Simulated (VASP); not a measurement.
# MgO (Amm2) in VASP: a series of runs

MgO is run at these levels: PBE, RPBE; tasks: single point.

Everything below comes from runs of VASP 6.6.1. Logs are shortened: lines on timing, memory, paths and dates and some standing lists are left out, and cuts for length are marked.

### Step 1. The cell of the first run

The structure is orthorhombic, space group Amm2 (No. 38). Conventional cell: a = 4.254 Å, b = 6.016 Å, c = 6.016 Å, α = 90.00°, β = 90.00°, γ = 90.00°. Mg (site symmetry mm2) has 6 O at 1.88 to 2.41 Å within 2.5 Å. Within 2.8 Å of Mg (site symmetry mm2) lie 6 O at 2.13 Å and 1 Mg at 2.63 Å. Within 3.3 Å of Mg (site symmetry m) lie 6 O at 2.13 Å and 12 Mg at 2.84 to 3.21 Å. O (site symmetry m) has 6 Mg at 1.88 to 2.41 Å within 2.5 Å. O (site symmetry mm2) has 6 Mg at 2.13 to 2.16 Å within 2.8 Å. O (site symmetry mm2) has 6 Mg at 2.13 Å within 2.8 Å.

### Step 2. Single point, PBE (atom 1 (Mg) moved +0.375 Å towards its neighbour atom 2 (Mg) at 3.008 Å)

INCAR reads:

```
ALGO = Normal
EDIFF = 1E-6
ENCUT = 520
GGA = PE
ISIF = 2
ISMEAR = 0
LASPH = True
LCHARG = False
LREAL = False
LWAVE = False
NBANDS = 26
NELM = 100
PREC = Accurate
SIGMA = 0.05
```

KPOINTS reads:

```
k-points
0
Gamma
  6 6 6
```

POSCAR reads:

```
MgO
1.0
    4.2538458108      0.0000000000      0.0000000000
    0.0000000000     -4.2538458108      0.0000000000
    0.0000000000      0.0000000000     -4.2538458108
Mg O
4 4
Direct
   -0.0623353677     -0.0623353677      0.0000000000
    0.5000000000      0.5000000000      0.0000000000
    0.5000000000      0.0000000000      0.5000000000
    0.0000000000      0.5000000000      0.5000000000
    0.5000000000      0.0000000000      0.0000000000
    0.0000000000      0.5000000000      0.0000000000
    0.0000000000      0.0000000000      0.5000000000
    0.5000000000      0.5000000000      0.5000000000
```

Potentials or basis: VASP PAW PBE potentials, release 64 (Mg, O).

The run is started by

```console
$ cat potpaw_PBE.64/Mg/POTCAR potpaw_PBE.64/O/POTCAR > POTCAR
$ mpirun -np 1 vasp_std > vasp.out
```

OUTCAR:

```text
EDIFF = 1E-6
   ENCUT = 520
   GGA = PE
   ISIF = 2
   ISMEAR = 0
   LASPH = True
   LREAL = False
   NELM = 100
   PREC = Accurate

 ion  position               nearest neighbor table
   1  0.938  0.938  0.000-   5 1.88   6 1.88   7 2.16   7 2.16   5 2.41   6 2.41   2 2.63   3 2.84
                             3 2.84   4 2.84   4 2.84   2 3.03   2 3.03   4 3.21   3 3.21   4 3.21
   2  0.500  0.500  0.000-   5 2.13   6 2.13   8 2.13   8 2.13   5 2.13   6 2.13   1 2.63   4 3.01
                             4 3.01   3 3.01   3 3.01   3 3.01   4 3.01   3 3.01   4 3.01   1 3.03
   3  0.500  0.000  0.500-   5 2.13   7 2.13   8 2.13   5 2.13   8 2.13   7 2.13   1 2.84   1 2.84
                             2 3.01   2 3.01   4 3.01   4 3.01   2 3.01   4 3.01   2 3.01   4 3.01
   4  0.000  0.500  0.500-   6 2.13   7 2.13   8 2.13   6 2.13   7 2.13   8 2.13   1 2.84   1 2.84
                             2 3.01   3 3.01   3 3.01   2 3.01   3 3.01   2 3.01   2 3.01   3 3.01
   5  0.500  0.000  0.000-   1 1.88   2 2.13   3 2.13   3 2.13   2 2.13   1 2.41
   6  0.000  0.500  0.000-   1 1.88   2 2.13   4 2.13   4 2.13   2 2.13   1 2.41
   7  0.000  0.000  0.500-   3 2.13   4 2.13   4 2.13   3 2.13   1 2.16   1 2.16
   8  0.500  0.500  0.500-   2 2.13   3 2.13   4 2.13   2 2.13   3 2.13   4 2.13

  LATTYP: Found a simple cubic cell.
 ALAT       =     4.2538458108

  Lattice vectors:

 A1 = (   4.2538458108,   0.0000000000,   0.0000000000)
 A2 = (   0.0000000000,  -4.2538458108,   0.0000000000)
 A3 = (   0.0000000000,   0.0000000000,  -4.2538458108)

Analysis of symmetry for initial positions (statically):
=====================================================================
 Subroutine PRICEL returns:
 Original cell was already a primitive cell.

 Routine SETGRP: Setting up the symmetry group for a
 simple cubic supercell.

 Subroutine GETGRP returns: Found  4 space group operations
 (whereof  4 operations were pure point group operations)
 out of a pool of 48 trial point group operations.

The static configuration has the point symmetry C_2v.

Analysis of symmetry for dynamics (positions and initial velocities):
=====================================================================
 Subroutine PRICEL returns:
 Original cell was already a primitive cell.

 Routine SETGRP: Setting up the symmetry group for a
 simple cubic supercell.

 Subroutine GETGRP returns: Found  4 space group operations
 (whereof  4 operations were pure point group operations)
 out of a pool of 48 trial point group operations.

The dynamic configuration has the point symmetry C_2v.

 Subroutine INISYM returns: Found  4 space group operations
 (whereof  4 operations are pure point group operations),
 and found     1 'primitive' translations

----------------------------------------------------------------------------------------

                                     Primitive cell

  volume of cell :      76.9742

  direct lattice vectors                    reciprocal lattice vectors
     4.253845811  0.000000000  0.000000000     0.235081393  0.000000000  0.000000000
     0.000000000 -4.253845811  0.000000000     0.000000000 -0.235081393  0.000000000
     0.000000000  0.000000000 -4.253845811     0.000000000  0.000000000 -0.235081393

  length of vectors
     4.253845811  4.253845811  4.253845811     0.235081393  0.235081393  0.235081393

  position of ions in fractional coordinates (direct lattice)
     0.937664632  0.937664632  0.000000000
     0.500000000  0.500000000  0.000000000
     0.500000000  0.000000000  0.500000000
     0.000000000  0.500000000  0.500000000
     0.500000000  0.000000000  0.000000000
     0.000000000  0.500000000  0.000000000
     0.000000000  0.000000000  0.500000000
     0.500000000  0.500000000  0.500000000

  ion indices of the primitive-cell ions
   primitive index   ion index
                 1           1
                 2           2
                 3           3
                 4           4
                 5           5
                 6           6
                 7           7
                 8           8

----------------------------------------------------------------------------------------

 KPOINTS: k-points

Automatic generation of k-mesh.
 Grid dimensions read from file:
 generate k-points for:    6    6    6

 Generating k-lattice:

  Cartesian coordinates                     Fractional coordinates (reciprocal lattice)
     0.039180232  0.000000000  0.000000000     0.166666667  0.000000000  0.000000000
     0.000000000 -0.039180232  0.000000000     0.000000000  0.166666667  0.000000000
     0.000000000  0.000000000 -0.039180232     0.000000000  0.000000000  0.166666667

  Length of vectors
     0.039180232  0.039180232  0.039180232

  Shift w.r.t. Gamma in fractional coordinates (k-lattice)
     0.000000000  0.000000000  0.000000000

 Subroutine IBZKPT returns following result:
 ===========================================

 Found     52 irreducible k-points:

 Following reciprocal coordinates:
            Coordinates               Weight
  0.000000  0.000000  0.000000      1.000000
  0.166667  0.000000  0.000000      4.000000
  0.000000  0.000000  0.166667      2.000000
  0.333333  0.000000  0.000000      4.000000
  0.000000  0.000000  0.333333      2.000000
  0.500000  0.000000  0.000000      2.000000
[... 16 lines left out ...]
  0.333333  0.000000  0.500000      4.000000
  0.500000  0.500000  0.000000      1.000000
 [... further k-points ...]
   k-points           NKPTS =     52   k-points in BZ     NKDIM =     52   number of bands    NBANDS=     26
   number of dos      NEDOS =    301   number of ions     NIONS =      8
   total plane-waves  NPLWV =  32768
   dimension x,y,z NGX =    32 NGY =   32 NGZ =   32
   dimension x,y,z NGXF=    64 NGYF=   64 NGZF=   64
   ions per type =               4   4
   NGX,Y,Z   is equivalent  to a cutoff of  12.51, 12.51, 12.51 a.u.
   NGXF,Y,Z  is equivalent  to a cutoff of  25.01, 25.01, 25.01 a.u.
 SYSTEM =  unknown system
   PREC   = accura    normal or accurate (medium, high low for compatibility)
   ISTART =      0    job   : 0-new  1-cont  2-samecut
   ICHARG =      2    charge: 1-file 2-atom 10-const
   ISPIN  =      1    spin polarized calculation?
   LNONCOLLINEAR =      F non collinear calculations
   LSORBIT =      F    spin-orbit coupling
   LASPH  =      T    aspherical Exc in radial PAW
   ENCUT  =  520.0 eV  38.22 Ry    6.18 a.u.   7.91  7.91  7.91*2*pi/ulx,y,z
   NELM   =    100;   NELMIN=  2; NELMDL= -5     # of ELM steps
   EDIFF  = 0.1E-05   stopping-criterion for ELM
   LREAL  =      F    real-space projection
   EDIFFG = 0.1E-04   stopping-criterion for IOM
   NSW    =      0    number of steps for IOM
   IBRION =     -1    ionic relax: 0-MD 1-quasi-New 2-CG
   NFREE  =      0    steps in history (QN), initial steepest desc. (CG)
   ISIF   =      2    stress and relaxation
   ISYM   =      2    0-nonsym 1-usesym 2-fastsym
   POTIM  = 0.5000    time-step for ionic-motion
   TEBEG  =    0.0;   TEEND  =   0.0 temperature during run
   PSTRESS=    0.0 pullay stress
   NELECT =      32.0000    total number of electrons
   NUPDOWN=      -1.0000    fix difference up-down
   EMIN   =  10.00;   EMAX   =-10.00  energy-range for DOS
   EFERMI =   0.00;   METHOD = LEGACY
   ISMEAR =     0;   SIGMA  =   0.05  broadening in eV -4-tet -1-fermi 0-gaus
   EFERMI_NEDOS =   21; number of points for ismear=-14 and -15
   IALGO  =     38    algorithm
   IMIX   =      4    mixing-type and parameters
     AMIX     =   0.40;   BMIX     =  1.00
     AMIX_MAG =   1.60;   BMIX_MAG =  1.00
  volume/ion in A,a.u.               =       9.62        64.93
  Fermi-wavevector in a.u.,A,eV,Ry     =   1.221827  2.308918 20.311613  1.492861
  Thomas-Fermi vector in A             =   2.356996
   LORBIT       =      0    0 simple, 1 ext, 2 COOP (PROOUT), +10 PAW based schemes
   GGA     = PE    functional components
   LHFCALC =     F    Hartree Fock is set to
   AEXX    =    0.0000 exact exchange contribution
   IVDW    =     0    specifies the selected vdW correction
   LEPSILON=     F    determine dielectric tensor
   LRPA    =     F    only Hartree local field effects (RPA)
 non-spin polarized calculation
 Gauss-broadening in eV      SIGMA  =   0.05
  energy-cutoff  :      520.00
  volume of cell :       76.97
 maximum number of plane-waves:      2103
   NGX = 15   NGY = 15   NGZ = 15

 number of electron      31.9999976 magnetization

 Free energy of the ion-electron system (eV)
  ---------------------------------------------------
  ext. energy  EPLUGINS =         0.00000000
  ---------------------------------------------------
  free energy    TOTEN  =       -46.96206777 eV

  energy without entropy =      -46.96206777  energy(sigma->0) =      -46.96206777

 E-fermi :   3.1859     XC(G=0): -10.9216

 val. band max:        2.9435854470   @ k =   0.0000   0.0000   0.0000
 cond. band min:       7.3684161926   @ k =   0.0000   0.0000   0.0000
 fundamental gap:      4.4248307456
 Fermi energy:         3.1859364877

 k-point     1 :       0.0000    0.0000    0.0000
  band No.  band energies     occupation
      1     -14.1835      2.00000
      2     -12.7870      2.00000
      3     -12.7625      2.00000
      4     -12.6375      2.00000
      5      -1.0248      2.00000
      6      -1.0206      2.00000
[... 18 lines left out ...]
     25      15.7692      0.00000
     26      15.7912      0.00000

 k-point     2 :       0.1667    0.0000    0.0000
  band No.  band energies     occupation
      1     -14.0917      2.00000
      2     -12.8577      2.00000
      3     -12.7553      2.00000
      4     -12.6504      2.00000
      5      -0.8903      2.00000
      6      -0.8903      2.00000
[... 18 lines left out ...]
     25      15.6606      0.00000
[... 608 lines left out ...]
     25      15.5749      0.00000
     26      15.6822      0.00000

 k-point    24 :       0.5000    0.5000    0.0000
  band No.  band energies     occupation
      1     -13.1147      2.00000
      2     -13.0936      2.00000
      3     -13.0650      2.00000
      4     -12.8993      2.00000
      5      -0.5813      2.00000
      6      -0.4528      2.00000
[... 18 lines left out ...]
     25      15.8633      0.00000
     26      16.4689      0.00000

 [... further k-points ...]

------------------------ aborting loop because EDIFF is reached ----------------------------------------

  FORCE on cell =-STRESS in cart. coord.  units (eV):
  Direction    XX          YY          ZZ          XY          YZ          ZX
  --------------------------------------------------------------------------------------
  -------------------------------------------------------------------------------------
  Total        2.3700720      2.3700720     -0.1723452      0.2008104      0.0000000      0.0000000
  in kB       49.3317927     49.3317927     -3.5872745      4.1797617      0.0000000      0.0000000
  external PRESSURE =      31.6921036 kB  Pullay stress =       0.0000000 kB

 VOLUME and BASIS-vectors are now :
 -----------------------------------------------------------------------------
  energy-cutoff  :      520.00
  volume of cell :       76.97
      direct lattice vectors                 reciprocal lattice vectors
     4.253845811  0.000000000  0.000000000     0.235081393  0.000000000  0.000000000
     0.000000000 -4.253845811  0.000000000     0.000000000 -0.235081393  0.000000000
     0.000000000  0.000000000 -4.253845811     0.000000000  0.000000000 -0.235081393

 POSITION                                       TOTAL-FORCE (eV/Angst)
 -----------------------------------------------------------------------------------
      3.98868     -3.98868      0.00000         2.781899     -2.781899      0.000000
      2.12692     -2.12692      0.00000        -0.766962      0.766962      0.000000
      2.12692      0.00000     -2.12692        -0.627781     -0.207154      0.000000
      0.00000     -2.12692     -2.12692         0.207154      0.627781      0.000000
      2.12692      0.00000      0.00000        -1.037174      0.242792      0.000000
      0.00000     -2.12692      0.00000        -0.242792      1.037174      0.000000
      0.00000      0.00000     -2.12692        -0.393992      0.393992      0.000000
      2.12692     -2.12692     -2.12692         0.079647     -0.079647      0.000000
 -----------------------------------------------------------------------------------
    total drift:                               -0.000282      0.000282      0.000000

  FREE ENERGIE OF THE ION-ELECTRON SYSTEM (eV)
  ---------------------------------------------------
  free  energy   TOTEN  =       -46.9620677650 eV

  energy  without entropy=      -46.9620677650  energy(sigma->0) =      -46.96206777
```

Run time: 91 s. Hardware: 1 thread of Intel Xeon 8259CL, shared host; peak memory 0.22 GiB.

Results:

```
Free energy            : -46.9621 eV
Pressure               : 3.2 GPa
Largest force          : 3.934 eV/Å
Band gap on the k mesh : 4.42 eV
```

Forces on the atoms (eV/Å):
```
Mg   2.782 -2.782  0.000
Mg  -0.767  0.767  0.000
Mg  -0.628 -0.207  0.000
Mg   0.207  0.628  0.000
O   -1.037  0.243  0.000
O   -0.243  1.037  0.000
O   -0.394  0.394  0.000
O    0.080 -0.080  0.000
```

Caveat: the cell differs from its parent crystal (atom 1 (Mg) moved +0.375 Å towards its neighbour atom 2 (Mg) at 3.008 Å); the cell stands under pressure; forces of over 1 eV/Å act on the atoms, so gaps and moduli don't describe the material at rest.

### Step 3. Single point, PBE (atom 1 (Mg) moved +0.225 Å towards its neighbour atom 2 (Mg) at 3.008 Å)

INCAR reads:

```
ALGO = Normal
EDIFF = 1E-6
ENCUT = 520
GGA = PE
ISIF = 2
ISMEAR = 0
LASPH = True
LCHARG = True
LELF = True
LREAL = False
LVHAR = True
LWAVE = False
NBANDS = 26
NELM = 60
PREC = Accurate
SIGMA = 0.05
```

KPOINTS is that of step 2.

Edit POSCAR of step 2 so:

```diff
@@ -8,3 +8,3 @@
 Direct
-   -0.0623353677     -0.0623353677      0.0000000000
+   -0.0374012206     -0.0374012206      0.0000000000
     0.5000000000      0.5000000000      0.0000000000
```

Potentials or basis: VASP PAW PBE potentials, release 64 (Mg, O).

The run is started by

```console
$ cat potpaw_PBE.64/Mg/POTCAR potpaw_PBE.64/O/POTCAR > POTCAR
$ mpirun -np 1 vasp_std > vasp.out
```

Wall time 86 s (1 thread of Intel Xeon 8259CL, shared host); peak memory 0.22 GiB.

Results (log left out):

```
Free energy            : -47.4129 eV
Pressure               : 0.7 GPa
Largest force          : 2.144 eV/Å
Band gap on the k mesh : 4.44 eV
```

Forces on the atoms (eV/Å):
```
Mg   1.516 -1.516  0.000
Mg  -0.413  0.413  0.000
Mg  -0.384 -0.118  0.000
Mg   0.118  0.384  0.000
O   -0.448  0.202  0.000
O   -0.202  0.448  0.000
O   -0.232  0.232  0.000
O    0.044 -0.044  0.000
```

Stress tensor (GPa, compression positive):
```
 1.30  0.04  0.00
 0.04  1.30  0.00
 0.00  0.00 -0.60
```

Levels at points of the mesh, in eV from the valence-band top:
```tsv
k point	band 13	band 14	band 15	band 16	band 17	band 18	band 19	band 20
(0.00, 0.00, 0.00)	-1.29	-0.02	0.00	0.00	4.44	9.04	9.08	9.13
(0.50, 0.00, 0.00)	-0.74	-0.74	-0.69	-0.69	7.67	7.83	10.80	11.19
(0.00, 0.00, 0.50)	-0.75	-0.71	-0.70	-0.70	7.76	7.78	10.92	10.95
(0.50, 0.50, 0.00)	-0.67	-0.62	-0.61	-0.58	9.03	9.19	9.22	9.36
(0.00, 0.50, 0.50)	-0.65	-0.64	-0.62	-0.58	9.10	9.14	9.26	9.31
(0.50, 0.50, 0.50)	-0.61	-0.60	-0.59	-0.56	7.66	7.71	7.72	7.75
```

Caveat: the cell differs from its parent crystal (atom 1 (Mg) moved +0.225 Å towards its neighbour atom 2 (Mg) at 3.008 Å); forces of over 1 eV/Å act on the atoms, so gaps and moduli don't describe the material at rest.

### Step 4. Single point, RPBE

INCAR reads:

```
PREC = Accurate ; ENCUT = 520
EDIFF = 1E-7 ; ISMEAR = 0
SIGMA = 0.05 ; LREAL = False
LASPH = True ; NELM = 60
ALGO = Normal ; ISIF = 2
LWAVE = False ; LCHARG = False
GGA = RP ; NBANDS = 26
```

KPOINTS reads:

```
Automatic mesh
0
Gamma
  6 6 6
```

Edit POSCAR of step 3 so:

```diff
@@ -8,3 +8,3 @@
 Direct
-   -0.0374012206     -0.0374012206      0.0000000000
+    0.0498682942      0.0498682942      0.0000000000
     0.5000000000      0.5000000000      0.0000000000
```

The run is started by

```console
$ cat potpaw_PBE.64/Mg/POTCAR potpaw_PBE.64/O/POTCAR > POTCAR
$ mpirun -np 1 vasp_std > vasp.out
```

Run time: 2.3 min. Hardware: 1 thread of Intel Xeon 8259CL, shared host; peak memory 0.22 GiB.

It converged, with:

```yaml
Free_energy: -44.5209 eV
Pressure: 6.3 GPa
Largest_force: 3.057 eV/Å
Band_gap_on_the_k_mesh: 4.54 eV
```

Forces in eV/Å, atoms in the order of the input:
```
Mg  -2.162  2.162  0.000
Mg   0.581 -0.581  0.000
Mg   0.510  0.159  0.000
Mg  -0.159 -0.510  0.000
O    0.759 -0.228  0.000
O    0.228 -0.759  0.000
O    0.304 -0.304  0.000
O   -0.059  0.059  0.000
```

Stress tensor (GPa, compression positive):
```
7.40 0.20 0.00
0.20 7.40 0.00
0.00 0.00 3.97
```

Levels at points of the mesh, in eV from the valence-band top:
| k point | band 13 | band 14 | band 15 | band 16 | band 17 | band 18 | band 19 | band 20 |
| --- | --- | --- | --- | --- | --- | --- | --- | --- |
| (0.00, 0.00, 0.00) | -1.26 | -0.03 | -0.01 | 0.00 | 4.54 | 9.12 | 9.17 | 9.28 |
| (0.50, 0.00, 0.00) | -0.75 | -0.75 | -0.67 | -0.67 | 7.73 | 7.95 | 10.79 | 11.21 |
| (0.00, 0.00, 0.50) | -0.78 | -0.70 | -0.69 | -0.68 | 7.86 | 7.89 | 10.90 | 10.97 |
| (0.50, 0.50, 0.00) | -0.71 | -0.61 | -0.60 | -0.55 | 9.04 | 9.28 | 9.33 | 9.52 |
| (0.00, 0.50, 0.50) | -0.66 | -0.65 | -0.61 | -0.54 | 9.16 | 9.20 | 9.39 | 9.45 |
| (0.50, 0.50, 0.50) | -0.60 | -0.58 | -0.56 | -0.52 | 7.72 | 7.81 | 7.84 | 7.88 |

Caveat: the cell stands under pressure; the PAW data sets were made with another functional, which shifts forces and pressure a little. As with any semilocal functional, this RPBE gap is likely too small.

### Step 5. Overview

```csv
level,cell,gap on the mesh (eV),pressure (GPa),largest force (eV/Å)
PBE,"as given, atomic positions A",4.42,3.2,3.93
PBE,"as given, atomic positions B",4.44,0.7,2.14
RPBE,"as given, atomic positions C",4.54,6.3,3.06
```

Alike in all rows: task single point; potentials or basis VASP PAW PBE potentials, release 64 (Mg, O); no spin polarisation; k mesh 6 × 6 × 6; cutoff (eV) 520; smearing gaussian 0.05 eV.

Caveats: the cell stands under pressure (at least some runs); forces of over 1 eV/Å act on the atoms, so gaps and moduli don't describe the material at rest (at least some runs); the PAW data sets were made with another functional, which shifts forces and pressure a little (at least some runs).

Total energies depend on the potentials used, so only differences within one code and one set of settings carry meaning.
